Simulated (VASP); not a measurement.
# Zn in VASP: notebook, part 2 of 2

VASP 6.6.1.

### Step 4. Single point, PBE (engineering shear strain xy +0.0000, normal strain along z +0.0700)

The input, INCAR:

```
PREC = Accurate
ENCUT = 520
EDIFF = 1E-6
ISMEAR = 0
SIGMA = 0.15
LREAL = F
LASPH = T
NELM = 80
ALGO = Fast
ISIF = 2
LWAVE = F
LCHARG = F
GGA = PE
NBANDS = 12
```

The input, KPOINTS:

```
regular mesh
0
Gamma
  20 20 20
```

The input, POSCAR:

```
Zn
1.0
    0.0000000000      1.9643393415      2.1018430954
    1.9643393415      0.0000000000      2.1018430954
    1.9643393415      1.9643393415      0.0000000000
Zn
1
Direct
    0.0000000000      0.0000000000      0.0000000000
```

Potentials or basis: VASP PAW PBE potentials, release 64 (Zn).

Started as:

```sh
$ cat potpaw_PBE.64/Zn/POTCAR > POTCAR
$ mpirun -np 1 vasp_std > vasp.out
```

OUTCAR:

```text
PREC = Accurate
   ENCUT = 520
   EDIFF = 1E-6
   ISMEAR = 0
   LREAL = F
   LASPH = T
   NELM = 80
   ISIF = 2
   GGA = PE

 ion  position               nearest neighbor table
   1  0.000  0.000  0.000-

  LATTYP: Found a body centered tetragonal cell.
 ALAT       =     2.7779953379
 C/A-ratio  =     1.5132085117

  Lattice vectors:

 A1 = (  -1.9643393415,   0.0000000000,   2.1018430954)
 A2 = (   1.9643393415,   0.0000000000,   2.1018430954)
 A3 = (   0.0000000000,   1.9643393415,  -2.1018430954)

Analysis of symmetry for initial positions (statically):
=====================================================================
 Subroutine PRICEL returns:
 Original cell was already a primitive cell.

 Routine SETGRP: Setting up the symmetry group for a
 body centered tetragonal supercell.

 Subroutine GETGRP returns: Found 16 space group operations
 (whereof 16 operations were pure point group operations)
 out of a pool of 16 trial point group operations.

The static configuration has the point symmetry D_4h.

Analysis of symmetry for dynamics (positions and initial velocities):
=====================================================================
 Subroutine PRICEL returns:
 Original cell was already a primitive cell.

 Routine SETGRP: Setting up the symmetry group for a
 body centered tetragonal supercell.

 Subroutine GETGRP returns: Found 16 space group operations
 (whereof 16 operations were pure point group operations)
 out of a pool of 16 trial point group operations.

The dynamic configuration has the point symmetry D_4h.

 Subroutine INISYM returns: Found 16 space group operations
 (whereof 16 operations are pure point group operations),
 and found     1 'primitive' translations

----------------------------------------------------------------------------------------

                                     Primitive cell

  volume of cell :      16.2205

  direct lattice vectors                    reciprocal lattice vectors
     0.000000000  1.964339341  2.101843095    -0.254538505  0.254538505  0.237886454
     1.964339341  0.000000000  2.101843095     0.254538505 -0.254538505  0.237886454
     1.964339341  1.964339341  0.000000000     0.254538505  0.254538505 -0.237886454

  length of vectors
     2.876868688  2.876868688  2.777995338     0.431473830  0.431473830  0.431473830

  position of ions in fractional coordinates (direct lattice)
     0.000000000  0.000000000  0.000000000

  ion indices of the primitive-cell ions
   primitive index   ion index
                 1           1

----------------------------------------------------------------------------------------

 KPOINTS: regular mesh

Automatic generation of k-mesh.
 Grid dimensions read from file:
 generate k-points for:   20   20   20

 Generating k-lattice:

  Cartesian coordinates                     Fractional coordinates (reciprocal lattice)
    -0.012726925  0.012726925  0.011894323     0.050000000 -0.000000000  0.000000000
     0.012726925 -0.012726925  0.011894323    -0.000000000  0.050000000  0.000000000
     0.012726925  0.012726925 -0.011894323     0.000000000  0.000000000  0.050000000

  Length of vectors
     0.021573692  0.021573692  0.021573692

  Shift w.r.t. Gamma in fractional coordinates (k-lattice)
     0.000000000  0.000000000  0.000000000

 Subroutine IBZKPT returns following result:
 ===========================================

 Found    641 irreducible k-points:

 Following reciprocal coordinates:
            Coordinates               Weight
  0.000000  0.000000  0.000000      1.000000
  0.050000 -0.000000  0.000000      8.000000
  0.100000 -0.000000  0.000000      8.000000
  0.150000  0.000000  0.000000      8.000000
  0.200000 -0.000000  0.000000      8.000000
  0.250000 -0.000000  0.000000      8.000000
[... 16 lines left out ...]
 -0.400000  0.050000  0.000000      8.000000
 -0.350000  0.050000  0.000000      8.000000
 [... further k-points ...]
   k-points           NKPTS =    641   k-points in BZ     NKDIM =    641   number of bands    NBANDS=     12
   number of dos      NEDOS =    301   number of ions     NIONS =      1
   total plane-waves  NPLWV =  13824
   dimension x,y,z NGX =    24 NGY =   24 NGZ =   24
   dimension x,y,z NGXF=    48 NGYF=   48 NGZF=   48
   ions per type =               1
   NGX,Y,Z   is equivalent  to a cutoff of  13.87, 13.87, 14.36 a.u.
   NGXF,Y,Z  is equivalent  to a cutoff of  27.74, 27.74, 28.73 a.u.
 SYSTEM =  unknown system
   PREC   = accura    normal or accurate (medium, high low for compatibility)
   ISTART =      0    job   : 0-new  1-cont  2-samecut
   ICHARG =      2    charge: 1-file 2-atom 10-const
   ISPIN  =      1    spin polarized calculation?
   LNONCOLLINEAR =      F non collinear calculations
   LSORBIT =      F    spin-orbit coupling
   LASPH  =      T    aspherical Exc in radial PAW
   ENCUT  =  520.0 eV  38.22 Ry    6.18 a.u.   5.35  5.35  5.17*2*pi/ulx,y,z
   NELM   =     80;   NELMIN=  2; NELMDL= -5     # of ELM steps
   EDIFF  = 0.1E-05   stopping-criterion for ELM
   LREAL  =      F    real-space projection
   EDIFFG = 0.1E-04   stopping-criterion for IOM
   NSW    =      0    number of steps for IOM
   IBRION =     -1    ionic relax: 0-MD 1-quasi-New 2-CG
   NFREE  =      0    steps in history (QN), initial steepest desc. (CG)
   ISIF   =      2    stress and relaxation
   ISYM   =      2    0-nonsym 1-usesym 2-fastsym
   POTIM  = 0.5000    time-step for ionic-motion
   TEBEG  =    0.0;   TEEND  =   0.0 temperature during run
   PSTRESS=    0.0 pullay stress
   NELECT =      12.0000    total number of electrons
   NUPDOWN=      -1.0000    fix difference up-down
   EMIN   =  10.00;   EMAX   =-10.00  energy-range for DOS
   EFERMI =   0.00;   METHOD = LEGACY
   ISMEAR =     0;   SIGMA  =   0.15  broadening in eV -4-tet -1-fermi 0-gaus
   EFERMI_NEDOS =   21; number of points for ismear=-14 and -15
   IALGO  =     68    algorithm
   IMIX   =      4    mixing-type and parameters
     AMIX     =   0.40;   BMIX     =  1.00
     AMIX_MAG =   1.60;   BMIX_MAG =  1.00
  volume/ion in A,a.u.               =      16.22       109.46
  Fermi-wavevector in a.u.,A,eV,Ry     =   1.480633  2.797991 29.827706  2.192275
  Thomas-Fermi vector in A             =   2.594643
   LORBIT       =      0    0 simple, 1 ext, 2 COOP (PROOUT), +10 PAW based schemes
   GGA     = PE    functional components
   LHFCALC =     F    Hartree Fock is set to
   AEXX    =    0.0000 exact exchange contribution
   IVDW    =     0    specifies the selected vdW correction
   LEPSILON=     F    determine dielectric tensor
   LRPA    =     F    only Hartree local field effects (RPA)
 non-spin polarized calculation
 RMM-DIIS sequential band-by-band and
 Gauss-broadening in eV      SIGMA  =   0.15
  energy-cutoff  :      520.00
  volume of cell :       16.22
 maximum number of plane-waves:       449
 NGX is ok and might be reduce to    24
   NGX = 11   NGY = 11   NGZ = 11

 number of electron      11.9999993 magnetization

 Free energy of the ion-electron system (eV)
  ---------------------------------------------------
  ext. energy  EPLUGINS =         0.00000000
  ---------------------------------------------------
  free energy    TOTEN  =        -1.06633638 eV

  energy without entropy =       -1.06281742  energy(sigma->0) =       -1.06457690

 E-fermi :   2.6177     XC(G=0): -11.2300

 val. band max:        2.5825919440   @ k =  -0.3000   0.4000   0.3000
 cond. band min:       2.6246618533   @ k =   0.5000   0.0000   0.1500
 fundamental gap:      0.0420699094
 Fermi energy:         2.6177160890

 k-point     1 :       0.0000    0.0000    0.0000
  band No.  band energies     occupation
      1      -7.2102      2.00000
      2      -4.9401      2.00000
      3      -4.7738      2.00000
      4      -4.7738      2.00000
      5      -4.5743      2.00000
      6      -4.4315      2.00000
      7      19.9446      0.00000
      8      19.9446      0.00000
      9      20.1548      0.00000
     10      21.0872      0.00000
     11      22.8193      0.00000
     12      22.9531      0.00000
[... 331 lines left out ...]
 k-point    24 :      -0.3500    0.0500    0.0000
  band No.  band energies     occupation
      1      -5.4156      2.00000
      2      -4.8769      2.00000
      3      -4.7305      2.00000
      4      -4.3595      2.00000
      5      -4.3283      2.00000
      6      -2.7082      2.00000
      7       4.9923      0.00000
      8      14.8132      0.00000
      9      18.6899      0.00000
     10      20.3885      0.00000
     11      21.9539      0.00000
     12      22.1420      0.00000

 [... further k-points ...]
[... 5 lines left out ...]
  --------------------------------------------------------------------------------------
  -------------------------------------------------------------------------------------
  Total       -0.2223777     -0.2223777     -0.6265192      0.0000000      0.0000000     -0.0000000
  in kB      -21.9653676    -21.9653676    -61.8844698      0.0000000      0.0000000     -0.0000000
  external PRESSURE =     -35.2717350 kB  Pullay stress =       0.0000000 kB

 VOLUME and BASIS-vectors are now :
 -----------------------------------------------------------------------------
  energy-cutoff  :      520.00
  volume of cell :       16.22
      direct lattice vectors                 reciprocal lattice vectors
     0.000000000  1.964339341  2.101843095    -0.254538505  0.254538505  0.237886454
     1.964339341  0.000000000  2.101843095     0.254538505 -0.254538505  0.237886454
     1.964339341  1.964339341  0.000000000     0.254538505  0.254538505 -0.237886454

 POSITION                                       TOTAL-FORCE (eV/Angst)
 -----------------------------------------------------------------------------------
      0.00000      0.00000      0.00000         0.000000     -0.000000      0.000000
 -----------------------------------------------------------------------------------
    total drift:                                0.000000      0.000000      0.000000

  FREE ENERGIE OF THE ION-ELECTRON SYSTEM (eV)
  ---------------------------------------------------
  free  energy   TOTEN  =        -1.0663363789 eV

  energy  without entropy=       -1.0628174215  energy(sigma->0) =       -1.06457690
```

OSZICAR:

```text
N       E                     dE             d eps       ncg     rms          rms(c)
DAV:   1     0.424282648595E+02    0.42428E+02   -0.65669E+03 15780   0.155E+03
DAV:   2     0.178158247122E+00   -0.42250E+02   -0.39637E+02 15960   0.212E+02
DAV:   3    -0.114550170787E+01   -0.13237E+01   -0.13213E+01 17912   0.373E+01
DAV:   4    -0.114879435450E+01   -0.32926E-02   -0.32925E-02 17204   0.182E+00
DAV:   5    -0.114879704498E+01   -0.26905E-05   -0.26905E-05 17824   0.507E-02    0.239E+00
RMM:   6    -0.107136250502E+01    0.77435E-01   -0.20472E-01 18655   0.604E+00    0.194E+00
RMM:   7    -0.106820581584E+01    0.31567E-02   -0.62919E-03 19451   0.122E+00    0.935E-01
RMM:   8    -0.106634662063E+01    0.18592E-02   -0.18166E-03 17731   0.442E-01    0.502E-02
RMM:   9    -0.106635343540E+01   -0.68148E-05   -0.48625E-04 19847   0.349E-01    0.647E-02
RMM:  10    -0.106633595026E+01    0.17485E-04   -0.68083E-05 19647   0.102E-01    0.694E-03
RMM:  11    -0.106633637891E+01   -0.42865E-06   -0.40142E-06 15781   0.271E-02
   1 F= -.10663364E+01 E0= -.10645769E+01  d E =-.351896E-02
```

It took 36 s on 1 thread of Intel Xeon 6975P-C (Granite Rapids), shared host; peak memory 0.22 GiB.

What came out:

* Free energy: -1.0663 eV
* Pressure: -3.5 GPa
* Band gap on the k mesh: zero (bands 6 and 7 overlap by 3.76 eV)

Caveat: the cell differs from its parent crystal (engineering shear strain xy +0.0000, normal strain along z +0.0700); the cell stands under tension.

### Step 5. Single point, PBE (engineering shear strain xy -0.0467, normal strain along z +0.0233)

The input, INCAR:

```
  PREC = Accurate
  ENCUT = 520
  EDIFF = 1E-6
  ISMEAR = 0
  SIGMA = 0.15
  LREAL = False
  LASPH = True
  NELM = 80
  ALGO = Fast
  ISIF = 2
  LWAVE = False
  LCHARG = True
  GGA = PE
  LELF = True
  LVHAR = True
  NBANDS = 12
```

The input, KPOINTS:

```
Automatic mesh
0
Gamma
  20 20 20
```

The input, POSCAR:

```
Zn
1.0
   -0.0458673236      1.9643393415      2.0101084482
    1.9643393415     -0.0458673236      2.0101084482
    1.9184720179      1.9184720179      0.0000000000
Zn
1
Direct
    0.0000000000      0.0000000000      0.0000000000
```

Started as:

```sh
$ cat potpaw_PBE.64/Zn/POTCAR > POTCAR
$ mpirun -np 1 vasp_std > vasp.out
```

Run time: 59 s. Hardware: 1 thread of Intel Xeon 6975P-C (Granite Rapids), shared host; peak memory 0.31 GiB.

It converged, with:

```
Free energy            : -1.0847 eV
Pressure               : -1.1 GPa
Band gap on the k mesh : zero (bands 6 and 7 overlap by 3.81 eV)
```

Stress tensor (GPa, compression positive):
```
-0.37  0.19  0.00
 0.19 -0.37  0.00
 0.00  0.00 -2.57
```

Levels at points of the mesh, in eV from the Fermi level:
| k point | band 4 | band 5 | band 6 | band 7 | band 8 | band 9 |
| --- | --- | --- | --- | --- | --- | --- |
| (0.00, 0.00, 0.00) | -7.48 | -7.22 | -7.17 | 17.01 | 17.43 | 18.94 |
| (0.50, 0.00, 0.00) | -6.95 | -6.92 | -2.94 | -1.72 | 14.61 | 16.03 |
| (0.50, 0.50, 0.00) | -6.86 | -6.86 | -1.18 | 1.28 | 7.73 | 9.59 |
| (0.00, 0.00, 0.50) | -6.95 | -6.88 | -2.65 | -1.08 | 14.52 | 14.68 |
| (0.50, 0.00, 0.50) | -6.88 | -6.83 | -0.80 | 1.86 | 8.12 | 8.26 |

Caveat: the cell differs from its parent crystal (engineering shear strain xy -0.0467, normal strain along z +0.0233).

### Step 6. Single point, PBE (engineering shear strain xy -0.0467, normal strain along z +0.0467)

The input, INCAR:

```
SYSTEM = Zn
PREC = Accurate ; ENCUT = 520
EDIFF = 1E-6 ; ISMEAR = 0
SIGMA = 0.15 ; LREAL = .False.
LASPH = .True. ; NELM = 100
ALGO = Fast ; ISIF = 2
LWAVE = .False. ; LCHARG = .False.
GGA = PE ; NBANDS = 12
```

The input, KPOINTS:

```
Automatic mesh
0
Gamma
  20 20 20
  0 0 0
```

The input, POSCAR:

```
Zn
1.0
   -0.0458673236      1.9643393415      2.0560739887
    1.9643393415     -0.0458673236      2.0560739887
    1.9184720179      1.9184720179      0.0000000000
Zn
1
Direct
    0.0000000000      0.0000000000      0.0000000000
```

Potentials or basis: VASP PAW PBE potentials, release 64 (Zn).

Started as:

```sh
$ cat potpaw_PBE.64/Zn/POTCAR > POTCAR
$ mpirun -np 1 vasp_std > vasp.out
```

Run time: 58 s. Hardware: 1 thread of Intel Xeon 6975P-C (Granite Rapids), shared host; peak memory 0.31 GiB.

Results (log left out):

* Free energy: -1.0769 eV
* Pressure: -2.4 GPa
* Band gap on the k mesh: zero (bands 6 and 7 overlap by 3.85 eV)

Stress tensor (GPa, compression positive):
```
-1.36  0.27  0.00
 0.27 -1.36  0.00
 0.00  0.00 -4.41
```

Levels at points of the mesh, in eV from the Fermi level:
| k point | band 3 | band 4 | band 5 | band 6 | band 7 | band 8 | band 9 | band 10 |
| --- | --- | --- | --- | --- | --- | --- | --- | --- |
| (0.00, 0.00, 0.00) | -7.53 | -7.41 | -7.21 | -7.11 | 16.69 | 17.21 | 18.61 | 19.20 |
| (0.50, 0.00, 0.00) | -7.41 | -6.92 | -6.90 | -2.85 | -1.75 | 13.88 | 16.07 | 17.62 |
| (0.50, 0.50, 0.00) | -6.91 | -6.84 | -6.83 | -1.34 | 0.85 | 7.91 | 9.77 | 11.83 |
| (0.00, 0.00, 0.50) | -7.52 | -6.94 | -6.85 | -2.56 | -1.11 | 13.95 | 14.73 | 16.91 |
| (0.50, 0.00, 0.50) | -6.93 | -6.87 | -6.79 | -0.63 | 1.95 | 7.81 | 8.08 | 11.58 |

Caveat: the cell differs from its parent crystal (engineering shear strain xy -0.0467, normal strain along z +0.0467).

### Step 7. The runs side by side

| cell | gap on the mesh (eV) | pressure (GPa) |
| --- | --- | --- |
| a = 2.811, b = 2.811, c = 2.778 Å, angles 60.4, 60.4, 59.2°, 1 atom | none | -1.2 |
| a = 2.844, b = 2.844, c = 2.778 Å, angles 60.8, 60.8, 58.5°, 1 atom | none | -2.5 |
| a = 2.877, b = 2.877, c = 2.778 Å, angles 61.1, 61.1, 57.7°, 1 atom | none | -3.5 |
| a = 2.811, b = 2.811, c = 2.713 Å, angles 61.1, 61.1, 60.8°, 1 atom | none | -1.1 |
| a = 2.844, b = 2.844, c = 2.713 Å, angles 61.5, 61.5, 60.0°, 1 atom | none | -2.4 |

Alike in all rows: task single point; level PBE; potentials or basis VASP PAW PBE potentials, release 64 (Zn); no spin polarisation; k mesh 20 × 20 × 20; cutoff (eV) 520; smearing gaussian 0.15 eV.

Caveats: the cell stands under tension (at least some runs).

Total energies depend on the potentials used, so only differences within one code and one set of settings carry meaning.
